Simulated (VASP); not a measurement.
# Te (R-3m) in VASP: a series of runs

The runs below take Te through single point, with r2SCAN.

Everything below comes from runs of VASP 6.6.1. Logs are shortened: lines on timing, memory, paths and dates and some standing lists are left out, and cuts for length are marked.

## Step 1: The cell of the first run

It takes space group R-3m (No. 166, trigonal). Conventional cell: a = 4.581 Å, b = 4.581 Å, c = 5.039 Å, α = 90.00°, β = 90.00°, γ = 120.00°. Te (site symmetry -3m) has 6 Te at 3.13 Å within 4.1 Å.

## Step 2: Single point, r2SCAN

POSCAR reads:

```
Te
1.0
    2.2904280083      1.3223792272      1.6796046794
   -2.2904280083      1.3223792272      1.6796046794
    0.0000000000     -2.6447584544      1.6796046794
Te
1
Direct
    0.5000000000      0.5000000000      0.5000000000
```

INCAR.step1 reads:

```
SYSTEM = Te
  ALGO = Normal
  EDIFF = 1E-4
  ENCUT = 520
  GGA = PE
  ISMEAR = -1
  LASPH = .TRUE.
  LCHARG = .FALSE.
  LREAL = .FALSE.
  LWAVE = .TRUE.
  NBANDS = 9
  NELM = 100
  PREC = Accurate
  SIGMA = 0.05
```

INCAR.step2 reads:

```
SYSTEM = Te
  ALGO = Normal
  EDIFF = 1E-6
  ENCUT = 520
  ISIF = 2
  ISMEAR = -1
  ISTART = 1
  LASPH = .TRUE.
  LCHARG = .TRUE.
  LELF = .TRUE.
  LMIXTAU = .TRUE.
  LREAL = .FALSE.
  LVHAR = .TRUE.
  LWAVE = .FALSE.
  METAGGA = R2SCAN
  NBANDS = 9
  NELM = 100
  PREC = Accurate
  SIGMA = 0.05
```

KPOINTS reads:

```
k-points
0
G
  9 9 9
  0 0 0
```

Potentials or basis: VASP PAW PBE potentials, release 64 (Te).

Run with:

```console
> cat potpaw_PBE.64/Te/POTCAR > POTCAR
> cp INCAR.step1 INCAR
> mpirun -np 1 vasp_std > vasp.out
> cp INCAR.step2 INCAR
> mpirun -np 1 vasp_std > vasp.out
```

OUTCAR:

```text
SYSTEM = Te
   EDIFF = 1E-6
   ENCUT = 520
   ISIF = 2
   ISMEAR = -1
   ISTART = 1
   LASPH = .TRUE.
   LREAL = .FALSE.
   METAGGA = R2SCAN
   NELM = 100
   PREC = Accurate

 ion  position               nearest neighbor table
   1  0.500  0.500  0.500-

  LATTYP: Found a trigonal (rhomboedric) cell.
 ALAT       =     3.1330207725
 COS(alpha) =    -0.0688991668

  Lattice vectors:

 A1 = (   2.2904280083,   1.3223792272,   1.6796046794)
 A2 = (  -2.2904280083,   1.3223792272,   1.6796046794)
 A3 = (   0.0000000000,  -2.6447584544,   1.6796046794)

Analysis of symmetry for initial positions (statically):
=====================================================================
 Subroutine PRICEL returns:
 Original cell was already a primitive cell.

 Routine SETGRP: Setting up the symmetry group for a
 trigonal (rhombohedral) supercell.

 Subroutine GETGRP returns: Found 12 space group operations
 (whereof 12 operations were pure point group operations)
 out of a pool of 12 trial point group operations.

The static configuration has the point symmetry D_3d.

Analysis of symmetry for dynamics (positions and initial velocities):
=====================================================================
 Subroutine PRICEL returns:
 Original cell was already a primitive cell.

 Routine SETGRP: Setting up the symmetry group for a
 trigonal (rhombohedral) supercell.

 Subroutine GETGRP returns: Found 12 space group operations
 (whereof 12 operations were pure point group operations)
 out of a pool of 12 trial point group operations.

The dynamic configuration has the point symmetry D_3d.

 Subroutine INISYM returns: Found 12 space group operations
 (whereof 12 operations are pure point group operations),
 and found     1 'primitive' translations

----------------------------------------------------------------------------------------

                                     Primitive cell

  volume of cell :      30.5233

  direct lattice vectors                    reciprocal lattice vectors
     2.290428008  1.322379227  1.679604679     0.218299810  0.126035454  0.198459398
    -2.290428008  1.322379227  1.679604679    -0.218299810  0.126035454  0.198459398
     0.000000000 -2.644758454  1.679604679     0.000000000 -0.252070909  0.198459398

  length of vectors
     3.133020772  3.133020772  3.133020773     0.320820628  0.320820628  0.320820628

  position of ions in fractional coordinates (direct lattice)
     0.500000000  0.500000000  0.500000000

  ion indices of the primitive-cell ions
   primitive index   ion index
                 1           1

----------------------------------------------------------------------------------------

 KPOINTS: k-points

Automatic generation of k-mesh.
 Grid dimensions read from file:
 generate k-points for:    9    9    9

 Generating k-lattice:

  Cartesian coordinates                     Fractional coordinates (reciprocal lattice)
     0.024255534  0.014003939  0.022051044     0.111111111  0.000000000  0.000000000
    -0.024255534  0.014003939  0.022051044     0.000000000  0.111111111  0.000000000
     0.000000000 -0.028007879  0.022051044     0.000000000  0.000000000  0.111111111

  Length of vectors
     0.035646736  0.035646736  0.035646736

  Shift w.r.t. Gamma in fractional coordinates (k-lattice)
     0.000000000  0.000000000  0.000000000

 Subroutine IBZKPT returns following result:
 ===========================================

 Found     85 irreducible k-points:

 Following reciprocal coordinates:
            Coordinates               Weight
  0.000000  0.000000  0.000000      1.000000
  0.111111  0.000000  0.000000      6.000000
  0.222222  0.000000  0.000000      6.000000
  0.333333  0.000000  0.000000      6.000000
  0.444444  0.000000  0.000000      6.000000
  0.111111  0.111111  0.000000      6.000000
[... 16 lines left out ...]
 -0.333333  0.333333  0.000000      6.000000
  0.444444  0.444444  0.000000      6.000000
 [... further k-points ...]
   k-points           NKPTS =     85   k-points in BZ     NKDIM =     85   number of bands    NBANDS=      9
   number of dos      NEDOS =    301   number of ions     NIONS =      1
   total plane-waves  NPLWV =  13824
   dimension x,y,z NGX =    24 NGY =   24 NGZ =   24
   dimension x,y,z NGXF=    48 NGYF=   48 NGZF=   48
   ions per type =               1
   NGX,Y,Z   is equivalent  to a cutoff of  12.74, 12.74, 12.74 a.u.
   NGXF,Y,Z  is equivalent  to a cutoff of  25.47, 25.47, 25.47 a.u.
 SYSTEM =  Te
   PREC   = accura    normal or accurate (medium, high low for compatibility)
   ISTART =      1    job   : 0-new  1-cont  2-samecut
   ICHARG =      0    charge: 1-file 2-atom 10-const
   ISPIN  =      1    spin polarized calculation?
   LNONCOLLINEAR =      F non collinear calculations
   LSORBIT =      F    spin-orbit coupling
   LASPH  =      T    aspherical Exc in radial PAW
   ENCUT  =  520.0 eV  38.22 Ry    6.18 a.u.   5.83  5.83  5.83*2*pi/ulx,y,z
   NELM   =    100;   NELMIN=  2; NELMDL=  0     # of ELM steps
   EDIFF  = 0.1E-05   stopping-criterion for ELM
   LREAL  =      F    real-space projection
   EDIFFG = 0.1E-04   stopping-criterion for IOM
   NSW    =      0    number of steps for IOM
   IBRION =     -1    ionic relax: 0-MD 1-quasi-New 2-CG
   NFREE  =      0    steps in history (QN), initial steepest desc. (CG)
   ISIF   =      2    stress and relaxation
   ISYM   =      2    0-nonsym 1-usesym 2-fastsym
   POTIM  = 0.5000    time-step for ionic-motion
   TEBEG  =    0.0;   TEEND  =   0.0 temperature during run
   PSTRESS=    0.0 pullay stress
   NELECT =       6.0000    total number of electrons
   NUPDOWN=      -1.0000    fix difference up-down
   EMIN   =  10.00;   EMAX   =-10.00  energy-range for DOS
   EFERMI =   0.00;   METHOD = LEGACY
   ISMEAR =    -1;   SIGMA  =   0.05  broadening in eV -4-tet -1-fermi 0-gaus
   EFERMI_NEDOS =   21; number of points for ismear=-14 and -15
   IALGO  =     38    algorithm
   IMIX   =      4    mixing-type and parameters
     AMIX     =   0.40;   BMIX     =  1.00
     AMIX_MAG =   1.60;   BMIX_MAG =  1.00
  volume/ion in A,a.u.               =      30.52       205.98
  Fermi-wavevector in a.u.,A,eV,Ry     =   0.951879  1.798790 12.327871  0.906073
  Thomas-Fermi vector in A             =   2.080390
   LORBIT       =      0    0 simple, 1 ext, 2 COOP (PROOUT), +10 PAW based schemes
   METAGGA = R2SCAN    functional components
   LHFCALC =     F    Hartree Fock is set to
   AEXX    =    0.0000 exact exchange contribution
   IVDW    =     0    specifies the selected vdW correction
   LEPSILON=     F    determine dielectric tensor
   LRPA    =     F    only Hartree local field effects (RPA)
 non-spin polarized calculation
  energy-cutoff  :      520.00
  volume of cell :       30.52
 maximum number of plane-waves:       834
   NGX = 11   NGY = 11   NGZ = 11

 number of electron       5.9999999 magnetization

 Free energy of the ion-electron system (eV)
  ---------------------------------------------------
  ext. energy  EPLUGINS =         0.00000000
  ---------------------------------------------------
  free energy    TOTEN  =       -25.31533288 eV

  energy without entropy =      -25.30962972  energy(sigma->0) =      -25.31248130

 E-fermi :   7.3055     XC(G=0): -10.0690

 val. band max:        7.2979726501   @ k =   0.2222   0.1111   0.0000
 cond. band min:       7.3123612135   @ k =   0.2222   0.1111   0.1111
 fundamental gap:      0.0143885635
 Fermi energy:         7.3055190191

 k-point     1 :       0.0000    0.0000    0.0000
  band No.  band energies     occupation
      1      -7.5004      2.00000
      2       8.2705      0.00000
      3       8.8313      0.00000
      4       8.8313      0.00000
      5      13.6235      0.00000
      6      13.6235      0.00000
      7      14.8613      0.00000
      8      25.2608      0.00000
      9      25.2724      0.00000

 k-point     2 :       0.1111    0.0000    0.0000
  band No.  band energies     occupation
      1      -7.3330      2.00000
      2       6.9644      1.99782
      3       8.6248      0.00000
      4       8.9706      0.00000
      5      13.7748      0.00000
      6      14.4621      0.00000
      7      16.1496      0.00000
      8      22.9185      0.00000
      9      23.0045      0.00000

 k-point     3 :       0.2222    0.0000    0.0000
  band No.  band energies     occupation
      1      -6.8526      2.00000
      2       4.3800      2.00000
      3       8.9828      0.00000
      4       9.3546      0.00000
      5      14.2028      0.00000
      6      15.1228      0.00000
      7      19.2185      0.00000
      8      20.9065      0.00000
      9      21.0111      0.00000

 k-point     4 :       0.3333    0.0000    0.0000
  band No.  band energies     occupation
      1      -6.1554      2.00000
      2       2.1104      2.00000
      3       9.4837      0.00000
      4       9.8655      0.00000
      5      14.7896      0.00000
      6      16.0094      0.00000
      7      18.7612      0.00000
      8      19.4128      0.00000
      9      21.4246      0.00000
[... 205 lines left out ...]
 k-point    22 :      -0.4444    0.3333    0.0000
  band No.  band energies     occupation
      1      -4.2181      2.00000
      2       1.9528      2.00000
      3       3.9161      2.00000
      4      10.7937      0.00000
      5      11.1130      0.00000
      6      17.4183      0.00000
      7      19.3654      0.00000
      8      20.6983      0.00000
      9      21.4336      0.00000

 k-point    23 :      -0.3333    0.3333    0.0000
  band No.  band energies     occupation
      1      -4.8886      2.00000
      2       3.5077      2.00000
      3       3.5473      2.00000
      4      10.7191      0.00000
      5      11.6613      0.00000
      6      16.6862      0.00000
      7      19.9533      0.00000
      8      20.2080      0.00000
      9      22.9205      0.00000

 k-point    24 :       0.4444    0.4444    0.0000
  band No.  band energies     occupation
      1      -3.4970      2.00000
      2       1.9618      2.00000
      3       2.6760      2.00000
      4       9.8610      0.00000
      5      11.4966      0.00000
      6      18.2227      0.00000
      7      20.1410      0.00000
      8      20.6718      0.00000
      9      20.9934      0.00000

 [... further k-points ...]
[... 5 lines left out ...]
  --------------------------------------------------------------------------------------
  -------------------------------------------------------------------------------------
  Total        0.6651532      0.6651532      0.6136259     -0.0000000      0.0000000      0.0000000
  in kB       34.9141353     34.9141353     32.2094470     -0.0000000      0.0000000      0.0000000
  external PRESSURE =      34.0125725 kB  Pullay stress =       0.0000000 kB

 VOLUME and BASIS-vectors are now :
 -----------------------------------------------------------------------------
  energy-cutoff  :      520.00
  volume of cell :       30.52
      direct lattice vectors                 reciprocal lattice vectors
     2.290428008  1.322379227  1.679604679     0.218299810  0.126035454  0.198459398
    -2.290428008  1.322379227  1.679604679    -0.218299810  0.126035454  0.198459398
     0.000000000 -2.644758454  1.679604679     0.000000000 -0.252070909  0.198459398

 POSITION                                       TOTAL-FORCE (eV/Angst)
 -----------------------------------------------------------------------------------
      0.00000      0.00000      2.51941         0.000000     -0.000000      0.000000
 -----------------------------------------------------------------------------------
    total drift:                                0.000000      0.000000     -0.000000

  FREE ENERGIE OF THE ION-ELECTRON SYSTEM (eV)
  ---------------------------------------------------
  free  energy   TOTEN  =       -25.3153328815 eV

  energy  without entropy=      -25.3096297160  energy(sigma->0) =      -25.31248130
```

Run time: 34 s. Hardware: 1 thread of Intel Xeon Platinum 8488C (Sapphire Rapids), shared host; peak memory 0.16 GiB.

Results:

| Property | Result |
| --- | --- |
| Free energy | -25.3153 eV |
| Pressure | 3.4 GPa |
| Band gap on the k mesh | zero (band 3 reaches 9.87 eV, above the bottom of band 4 at 4.49 eV) |

Stress tensor (GPa, compression positive):
```
3.49 0.00 0.00
0.00 3.49 0.00
0.00 0.00 3.22
```

Caveat: the PAW data sets were made with another functional, which shifts forces and pressure a little; spin-orbit coupling is left out, which moves the levels of the heavy elements.

## Step 3: Single point, r2SCAN

This run uses another cell than the first one, of 31.77 Å³/atom, 1.041 times its volume.

POSCAR reads:

```
Te
1.0
    2.3211756774      1.3401314022      1.7021523992
   -2.3211756774      1.3401314022      1.7021523992
    0.0000000000     -2.6802628044      1.7021523992
Te
1
Direct
    0.5000000000      0.5000000000      0.5000000000
```

INCAR.step1 reads:

```
PREC = Accurate
ENCUT = 520
ISMEAR = -1
SIGMA = 0.05
LREAL = False
LASPH = True
NELM = 100
NBANDS = 9
GGA = PE
ALGO = Normal
EDIFF = 1E-4
LWAVE = True
LCHARG = False
```

INCAR.step2 reads:

```
PREC = Accurate
ENCUT = 520
EDIFF = 1E-6
ISMEAR = -1
SIGMA = 0.05
LREAL = False
LASPH = True
NELM = 100
ALGO = Normal
ISIF = 2
LWAVE = False
LCHARG = False
METAGGA = R2SCAN
LMIXTAU = True
NBANDS = 9
ISTART = 1
```

KPOINTS reads:

```
Automatic mesh
0
Gamma
  9 9 9
```

Potentials or basis: VASP PAW PBE potentials, release 64 (Te).

Run with:

```console
> cat potpaw_PBE.64/Te/POTCAR > POTCAR
> cp INCAR.step1 INCAR
> mpirun -np 1 vasp_std > vasp.out
> cp INCAR.step2 INCAR
> mpirun -np 1 vasp_std > vasp.out
```

Wall time 41 s (1 thread of Intel Xeon Platinum 8488C (Sapphire Rapids), shared host); peak memory 0.15 GiB.

The run converged. Its results:

- Free energy: -25.3318 eV
- Pressure: 0.9 GPa
- Band gap on the k mesh: zero (band 3 reaches 9.17 eV, above the bottom of band 4 at 4.06 eV)

Stress tensor (GPa, compression positive):
```
0.78 0.00 0.00
0.00 0.78 0.00
0.00 0.00 1.14
```

Levels at points of the mesh, in eV from the Fermi level:
```
           k point  band 1  band 2  band 3  band 4  band 5  band 6
(0.00, 0.00, 0.00)  -14.45    0.94    1.48    1.48    6.39    6.39
```

Caveat: the PAW data sets were made with another functional, which shifts forces and pressure a little; spin-orbit coupling is left out, which moves the levels of the heavy elements.
